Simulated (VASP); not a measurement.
# Nb2AlC (P6_3/mmc) in VASP: single point with LDA

Aim: the single point of Nb2AlC with LDA.

All numbers are computed with VASP 6.6.1; they aren't measurements. Logs are shortened: lines on timing, memory, paths and dates and some standing lists are left out, and cuts for length are marked.

### 1 The cell of the first run

The structure is hexagonal, space group P6_3/mmc (No. 194). The conventional cell has a = 3.184 Å, b = 3.184 Å, c = 14.211 Å, α = 90.00°, β = 90.00°, γ = 120.00°. Within 4.1 Å of Al (site symmetry -6m2) lie 6 Nb at 2.93 Å and 6 Al at 3.18 Å and 6 C at 4.00 Å. Within 3.0 Å of Nb (site symmetry 3m) lie 3 C at 2.24 Å and 3 Al at 2.93 Å. Within 3.0 Å of C (site symmetry -3m) lie 6 Nb at 2.24 Å.

### 2 Single point, LDA

The input, INCAR:

```
PREC = Accurate
ENCUT = 520
EDIFF = 1E-6
ISMEAR = -1
SIGMA = 0.1
LREAL = False
LASPH = True
NELM = 100
ALGO = Normal
ISIF = 2
LWAVE = False
LCHARG = False
GGA = CA
NBANDS = 43
```

The input, KPOINTS:

```
Automatic mesh
0
Gamma
  10 10 2
```

The input, POSCAR:

```
Nb2AlC
1.0
    3.1838124109      0.0000000000      0.0000000000
   -1.5919062055      2.7572624847      0.0000000000
    0.0000000000      0.0000000000     14.2114308134
Al Nb C
2 4 2
Direct
    0.3333333333      0.6666666667      0.7500000000
    0.6666666667      0.3333333333      0.2500000000
    0.3333333333      0.6666666667      0.0897490000
    0.6666666667      0.3333333333      0.5897490000
    0.6666666667      0.3333333333      0.9102510000
    0.3333333333      0.6666666667      0.4102510000
    0.0000000000      0.0000000000      0.0000000000
    0.0000000000      0.0000000000      0.5000000000
```

Potentials or basis: VASP PAW LDA potentials, release 64 (Al, Nb_sv, C).

On the command line:

```bash
$ cat potpaw_LDA.64/Al/POTCAR potpaw_LDA.64/Nb_sv/POTCAR potpaw_LDA.64/C/POTCAR > POTCAR
$ mpirun -np 1 vasp_std > vasp.out
```

OUTCAR:

```text
PREC = Accurate
   ENCUT = 520
   EDIFF = 1E-6
   ISMEAR = -1
   LREAL = False
   LASPH = True
   NELM = 100
   ISIF = 2
   GGA = CA

 ion  position               nearest neighbor table
   1  0.333  0.667  0.750-   4 2.93   5 2.93   4 2.93   5 2.93   4 2.93   5 2.93
   2  0.667  0.333  0.250-   3 2.93   6 2.93   3 2.93   6 2.93   3 2.93   6 2.93
   3  0.333  0.667  0.090-   7 2.24   7 2.24   7 2.24   2 2.93   2 2.93   2 2.93
   4  0.667  0.333  0.590-   8 2.24   8 2.24   8 2.24   1 2.93   1 2.93   1 2.93
   5  0.667  0.333  0.910-   7 2.24   7 2.24   7 2.24   1 2.93   1 2.93   1 2.93
   6  0.333  0.667  0.410-   8 2.24   8 2.24   8 2.24   2 2.93   2 2.93   2 2.93
   7  0.000  0.000  0.000-   3 2.24   5 2.24   5 2.24   3 2.24   5 2.24   3 2.24
   8  0.000  0.000  0.500-   4 2.24   6 2.24   4 2.24   6 2.24   4 2.24   6 2.24

  LATTYP: Found a hexagonal cell.
 ALAT       =     3.1838124109
 C/A-ratio  =     4.4636520559

  Lattice vectors:

 A1 = (   3.1838124109,   0.0000000000,   0.0000000000)
 A2 = (  -1.5919062055,   2.7572624847,   0.0000000000)
 A3 = (   0.0000000000,   0.0000000000,  14.2114308134)

Analysis of symmetry for initial positions (statically):
=====================================================================
 Subroutine PRICEL returns:
 Original cell was already a primitive cell.

 Routine SETGRP: Setting up the symmetry group for a
 hexagonal supercell.

 Subroutine GETGRP returns: Found 24 space group operations
 (whereof 12 operations were pure point group operations)
 out of a pool of 24 trial point group operations.

The static configuration has the point symmetry D_3d.
 The point group associated with its full space group is D_6h.

Analysis of symmetry for dynamics (positions and initial velocities):
=====================================================================
 Subroutine PRICEL returns:
 Original cell was already a primitive cell.

 Routine SETGRP: Setting up the symmetry group for a
 hexagonal supercell.

 Subroutine GETGRP returns: Found 24 space group operations
 (whereof 12 operations were pure point group operations)
 out of a pool of 24 trial point group operations.

The dynamic configuration has the point symmetry D_3d.
 The point group associated with its full space group is D_6h.

 Subroutine INISYM returns: Found 24 space group operations
 (whereof 12 operations are pure point group operations),
 and found     1 'primitive' translations

----------------------------------------------------------------------------------------

                                     Primitive cell

  volume of cell :     124.7566

  direct lattice vectors                    reciprocal lattice vectors
     3.183812411  0.000000000  0.000000000     0.314088857  0.181339282  0.000000000
    -1.591906205  2.757262485  0.000000000     0.000000000  0.362678565  0.000000000
     0.000000000  0.000000000 14.211430813     0.000000000  0.000000000  0.070365892

  length of vectors
     3.183812411  3.183812459 14.211430813     0.362678570  0.362678565  0.070365892

  position of ions in fractional coordinates (direct lattice)
     0.333333333  0.666666667  0.750000000
     0.666666667  0.333333333  0.250000000
     0.333333333  0.666666667  0.089749000
     0.666666667  0.333333333  0.589749000
     0.666666667  0.333333333  0.910251000
     0.333333333  0.666666667  0.410251000
     0.000000000  0.000000000  0.000000000
     0.000000000  0.000000000  0.500000000

  ion indices of the primitive-cell ions
   primitive index   ion index
                 1           1
                 2           2
                 3           3
                 4           4
                 5           5
                 6           6
                 7           7
                 8           8

----------------------------------------------------------------------------------------

 KPOINTS: Automatic mesh

Automatic generation of k-mesh.
 Grid dimensions read from file:
 generate k-points for:   10   10    2

 Generating k-lattice:

  Cartesian coordinates                     Fractional coordinates (reciprocal lattice)
     0.031408886  0.018133928  0.000000000     0.100000000 -0.000000000  0.000000000
     0.000000000  0.036267856  0.000000000     0.000000000  0.100000000  0.000000000
     0.000000000  0.000000000  0.035182946     0.000000000  0.000000000  0.500000000

  Length of vectors
     0.036267857  0.036267856  0.035182946

  Shift w.r.t. Gamma in fractional coordinates (k-lattice)
     0.000000000  0.000000000  0.000000000

 Subroutine IBZKPT returns following result:
 ===========================================

 Found     28 irreducible k-points:

 Following reciprocal coordinates:
            Coordinates               Weight
  0.000000  0.000000  0.000000      1.000000
  0.100000 -0.000000  0.000000      6.000000
  0.200000 -0.000000  0.000000      6.000000
  0.300000 -0.000000  0.000000      6.000000
  0.400000  0.000000  0.000000      6.000000
  0.500000  0.000000  0.000000      3.000000
[... 16 lines left out ...]
  0.300000  0.100000  0.500000     12.000000
  0.400000  0.100000  0.500000     12.000000
 [... further k-points ...]
   k-points           NKPTS =     28   k-points in BZ     NKDIM =     28   number of bands    NBANDS=     43
   number of dos      NEDOS =    301   number of ions     NIONS =      8
   total plane-waves  NPLWV =  62208
   dimension x,y,z NGX =    24 NGY =   24 NGZ =  108
   dimension x,y,z NGXF=    48 NGYF=   48 NGZF=  216
   ions per type =               2   4   2
   NGX,Y,Z   is equivalent  to a cutoff of  12.53, 12.53, 12.63 a.u.
   NGXF,Y,Z  is equivalent  to a cutoff of  25.06, 25.06, 25.27 a.u.
 SYSTEM =  unknown system
   PREC   = accura    normal or accurate (medium, high low for compatibility)
   ISTART =      0    job   : 0-new  1-cont  2-samecut
   ICHARG =      2    charge: 1-file 2-atom 10-const
   ISPIN  =      1    spin polarized calculation?
   LNONCOLLINEAR =      F non collinear calculations
   LSORBIT =      F    spin-orbit coupling
   LASPH  =      T    aspherical Exc in radial PAW
   ENCUT  =  520.0 eV  38.22 Ry    6.18 a.u.   5.92  5.92 26.42*2*pi/ulx,y,z
   NELM   =    100;   NELMIN=  2; NELMDL= -5     # of ELM steps
   EDIFF  = 0.1E-05   stopping-criterion for ELM
   LREAL  =      F    real-space projection
   EDIFFG = 0.1E-04   stopping-criterion for IOM
   NSW    =      0    number of steps for IOM
   IBRION =     -1    ionic relax: 0-MD 1-quasi-New 2-CG
   NFREE  =      0    steps in history (QN), initial steepest desc. (CG)
   ISIF   =      2    stress and relaxation
   ISYM   =      2    0-nonsym 1-usesym 2-fastsym
   POTIM  = 0.5000    time-step for ionic-motion
   TEBEG  =    0.0;   TEEND  =   0.0 temperature during run
   PSTRESS=    0.0 pullay stress
   NELECT =      66.0000    total number of electrons
   NUPDOWN=      -1.0000    fix difference up-down
   EMIN   =  10.00;   EMAX   =-10.00  energy-range for DOS
   EFERMI =   0.00;   METHOD = LEGACY
   ISMEAR =    -1;   SIGMA  =   0.10  broadening in eV -4-tet -1-fermi 0-gaus
   EFERMI_NEDOS =   21; number of points for ismear=-14 and -15
   IALGO  =     38    algorithm
   IMIX   =      4    mixing-type and parameters
     AMIX     =   0.40;   BMIX     =  1.00
     AMIX_MAG =   1.60;   BMIX_MAG =  1.00
  volume/ion in A,a.u.               =      15.59       105.24
  Fermi-wavevector in a.u.,A,eV,Ry     =   1.324042  2.502076 23.852191  1.753087
  Thomas-Fermi vector in A             =   2.453605
   LORBIT       =      0    0 simple, 1 ext, 2 COOP (PROOUT), +10 PAW based schemes
   GGA     = CA    functional components
   LHFCALC =     F    Hartree Fock is set to
   AEXX    =    0.0000 exact exchange contribution
   IVDW    =     0    specifies the selected vdW correction
   LEPSILON=     F    determine dielectric tensor
   LRPA    =     F    only Hartree local field effects (RPA)
 non-spin polarized calculation
  energy-cutoff  :      520.00
  volume of cell :      124.76
 maximum number of plane-waves:      3392
 NGX is ok and might be reduce to    24
   NGX = 11   NGY = 11   NGZ = 53

 number of electron      65.9999997 magnetization

 Free energy of the ion-electron system (eV)
  ---------------------------------------------------
  ext. energy  EPLUGINS =         0.00000000
  ---------------------------------------------------
  free energy    TOTEN  =       -77.56007479 eV

  energy without entropy =      -77.45150229  energy(sigma->0) =      -77.50578854

 E-fermi :   9.3514     XC(G=0): -11.7840

 val. band max:        9.3384701269   @ k =   0.1000   0.1000   0.5000
 cond. band min:       9.4501085618   @ k =   0.1000   0.1000   0.0000
 fundamental gap:      0.1116384349
 Fermi energy:         9.3514419759

 k-point     1 :       0.0000    0.0000    0.0000
  band No.  band energies     occupation
      1     -45.5962      2.00000
      2     -45.5960      2.00000
      3     -45.5383      2.00000
      4     -45.5382      2.00000
      5     -22.1043      2.00000
      6     -22.0990      2.00000
[... 35 lines left out ...]
     42      11.2192      0.00000
     43      12.1617      0.00000

 k-point     2 :       0.1000   -0.0000    0.0000
  band No.  band energies     occupation
      1     -45.5890      2.00000
      2     -45.5889      2.00000
      3     -45.5336      2.00000
      4     -45.5335      2.00000
      5     -22.0901      2.00000
      6     -22.0851      2.00000
[... 35 lines left out ...]
     42      11.4058      0.00000
     43      12.7675      0.00000

 k-point     3 :       0.2000   -0.0000    0.0000
  band No.  band energies     occupation
      1     -45.5698      2.00000
      2     -45.5697      2.00000
      3     -45.5215      2.00000
      4     -45.5214      2.00000
      5     -22.0562      2.00000
      6     -22.0520      2.00000
[... 35 lines left out ...]
     42      11.5945      0.00000
     43      13.2946      0.00000

 k-point     4 :       0.3000   -0.0000    0.0000
  band No.  band energies     occupation
      1     -45.5450      2.00000
      2     -45.5449      2.00000
      3     -45.5075      2.00000
      4     -45.5074      2.00000
      5     -22.0412      2.00000
      6     -22.0388      2.00000
[... 863 lines left out ...]
     42      12.0154      0.00000
     43      13.4683      0.00000

 k-point    23 :       0.3000    0.1000    0.5000
  band No.  band energies     occupation
      1     -45.5302      2.00000
      2     -45.5302      2.00000
      3     -45.5004      2.00000
      4     -45.5004      2.00000
      5     -22.0589      2.00000
      6     -22.0589      2.00000
[... 35 lines left out ...]
     42      12.1740      0.00000
     43      13.0012      0.00000

 k-point    24 :       0.4000    0.1000    0.5000
  band No.  band energies     occupation
      1     -45.5140      2.00000
      2     -45.5140      2.00000
      3     -45.4948      2.00000
      4     -45.4948      2.00000
      5     -22.1208      2.00000
      6     -22.1208      2.00000
[... 35 lines left out ...]
     42      12.5928      0.00000
     43      12.8700      0.00000

 [... further k-points ...]
[... 5 lines left out ...]
  --------------------------------------------------------------------------------------
  -------------------------------------------------------------------------------------
  Total      -14.4082129    -14.4082135    -15.4375259      0.0000000      0.0000000      0.0000000
  in kB     -185.0364597   -185.0364672   -198.2553395      0.0000000      0.0000000      0.0000000
  external PRESSURE =    -189.4427555 kB  Pullay stress =       0.0000000 kB

 VOLUME and BASIS-vectors are now :
 -----------------------------------------------------------------------------
  energy-cutoff  :      520.00
  volume of cell :      124.76
      direct lattice vectors                 reciprocal lattice vectors
     3.183812411  0.000000000  0.000000000     0.314088857  0.181339282  0.000000000
    -1.591906205  2.757262485  0.000000000     0.000000000  0.362678565  0.000000000
     0.000000000  0.000000000 14.211430813     0.000000000  0.000000000  0.070365892

 POSITION                                       TOTAL-FORCE (eV/Angst)
 -----------------------------------------------------------------------------------
     -0.00000      1.83817     10.65857         0.000000     -0.000000      0.000000
      1.59191      0.91909      3.55286        -0.000000      0.000000      0.000000
     -0.00000      1.83817      1.27546         0.000000     -0.000000     -1.313117
      1.59191      0.91909      8.38118        -0.000000      0.000000     -1.313117
      1.59191      0.91909     12.93597        -0.000000      0.000000      1.313117
     -0.00000      1.83817      5.83025         0.000000     -0.000000      1.313117
      0.00000      0.00000      0.00000         0.000000      0.000000      0.000000
      0.00000      0.00000      7.10572         0.000000      0.000000      0.000000
 -----------------------------------------------------------------------------------
    total drift:                               -0.000000      0.000000     -0.000000

  FREE ENERGIE OF THE ION-ELECTRON SYSTEM (eV)
  ---------------------------------------------------
  free  energy   TOTEN  =       -77.5600747948 eV

  energy  without entropy=      -77.4515022883  energy(sigma->0) =      -77.50578854
```

Wall time 2.2 min (1 thread of Intel Xeon Platinum 8259CL at 2.50GHz (Skylake/Cascade Lake), shared host); peak memory 0.27 GiB.

Results:

- Free energy: -77.5601 eV
- Pressure: -18.9 GPa
- Largest force: 1.313 eV/Å
- Band gap on the k mesh: zero (bands 33 and 34 overlap by 2.16 eV)

Forces in eV/Å, atoms in the order of the input:
```
Al   0.000  0.000  0.000
Al   0.000  0.000  0.000
Nb   0.000  0.000 -1.313
Nb   0.000  0.000 -1.313
Nb   0.000  0.000  1.313
Nb   0.000  0.000  1.313
C    0.000  0.000  0.000
C    0.000  0.000  0.000
```

Caveat: the cell stands under tension; forces of over 1 eV/Å act on the atoms, so gaps and moduli don't describe the material at rest.
